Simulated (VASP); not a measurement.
Input of a VASP 6.6.1 run:

INCAR

```
PREC = Accurate ; ENCUT = 520
EDIFF = 1E-8 ; ISMEAR = -1
SIGMA = 0.03 ; LREAL = False
LASPH = True ; NELM = 60
ALGO = Normal ; ISIF = 2
LWAVE = False ; LCHARG = False
GGA = PS ; LEFG = True
NBANDS = 16
```

KPOINTS

```
regular mesh
0
Gamma
  14 14 11
```

The input POSCAR:

```
TiB2
1.0
    3.0392620569      0.0000000000      0.0000000000
   -1.5196310285      2.6320781501      0.0000000000
    0.0000000000      0.0000000000      3.2391256602
Ti B
1 2
Direct
    0.0000000000      0.0000000000      0.0000000000
    0.3333333333      0.6666666667      0.5000000000
    0.6666666667      0.3333333333      0.5000000000
```

Potentials or basis: VASP PAW PBE potentials, release 64 (Ti_sv, B).

Launch:

```sh
$ cat potpaw_PBE.64/Ti_sv/POTCAR potpaw_PBE.64/B/POTCAR > POTCAR
$ mpirun -np 1 vasp_std > vasp.out
```

**Question.** Estimate the pressure.

**Answer.** -7.2 GPa.

**Question.** What does it give for the band gap on the k mesh?

**Answer.** Zero (band 9 reaches 10.27 eV, above the bottom of band 10 at 9.64 eV).

Stress tensor (GPa, compression positive):
```
-6.43  0.00  0.00
 0.00 -6.43  0.00
 0.00  0.00 -8.81
```

Caveat: without QUAD_EFG the Cq values of the log hold for a quadrupole moment of 1 mb, not for the nuclei; the PAW data sets were made with another functional, which shifts forces and pressure a little.
